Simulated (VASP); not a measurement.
Be3Al2:

```
Be Al
1.0
     2.44732   -3.22063    0.00000
     2.44732    3.22063    0.00000
    -0.40118    0.00000    3.66600
Be Al
3 2
Direct
  0.00000 0.00000 0.00000
  0.50000 0.50000 0.00000
  0.50000 0.50000 0.50000
  0.00000 0.50000 0.00000
  0.50000 0.00000 0.00000
```

The cell was generated, and may not be a known phase.

```yaml
Program: VASP 6.6.1
Task: relaxation of cell and atoms
Functional: PBE
Potentials_or_basis: VASP PAW PBE potentials, release 64 (Be, Al)
Cutoff: 600 eV
k_mesh: 4 × 4 × 6
Occupations: gaussian, width 0.1 eV
Spin: no spin polarisation
```

At the start: pressure 39.5 GPa; volume 11.56 Å³/atom.

**Question.** How do energy, volume and symmetry change on relaxing?

**Answer.** Over 18 steps the energy falls by 614.2 meV/atom and the volume is 15.60 Å³/atom (+35.0 %); space group C2/m (No. 12, to 0.1 Å) before, Cmmm (No. 65, to 0.1 Å).

The path:
| step | energy change (eV) | largest force (eV/Å) | pressure (GPa) | volume (Å³) |
| --- | --- | --- | --- | --- |
| 1 | 0.0000 | 0.0000 | 39.53 | 57.79 |
| 2 | -2.7270 | 0.0000 | -4.21 | 84.23 |
| 3 | -2.8441 | 0.0000 | 0.66 | 77.62 |
| 4 | -2.8470 | 0.0000 | -0.30 | 78.69 |
| 5 | -2.9828 | 0.0000 | -0.96 | 79.04 |
| 6 | -3.0356 | 0.0000 | -1.27 | 79.23 |
| 7 | -2.9532 | 0.0000 | -0.61 | 79.37 |
| 8 | -3.0409 | 0.0000 | -1.25 | 79.28 |
| 9 | -3.0507 | 0.0000 | 0.44 | 77.67 |
| 10 | -3.0520 | 0.0000 | -0.01 | 78.07 |
| 11 | -3.0534 | 0.0000 | 0.02 | 78.02 |
| 12 | -3.0553 | 0.0000 | 0.13 | 77.89 |
| 13 | -3.0560 | 0.0000 | 0.13 | 77.89 |
| 14 | -3.0579 | 0.0000 | 0.11 | 77.90 |
| 15 | -3.0612 | 0.0000 | 0.09 | 77.92 |
| 16 | -3.0649 | 0.0000 | 0.05 | 77.92 |
| 17 | -3.0695 | 0.0000 | 0.09 | 77.98 |
| 18 | -3.0709 | 0.0000 | 0.13 | 78.02 |

Final structure:
```
Be Al
1.0
     2.48315   -3.98772    0.10950
     2.48315    3.98772    0.10950
    -0.23370    0.00000    3.92932
Be Al
3 2
Direct
  0.00000 0.00000 0.00000
  0.50000 0.50000 0.00000
  0.50000 0.50000 0.50000
  0.00000 0.50000 0.00000
  0.50000 0.00000 0.00000
```

Caveat: the k points lie up to 0.37 Å⁻¹ apart in the final cell, too coarse for converged energies and pressures of a metal; the volume moved by over 15 % at a fixed basis, so the end points are rough.
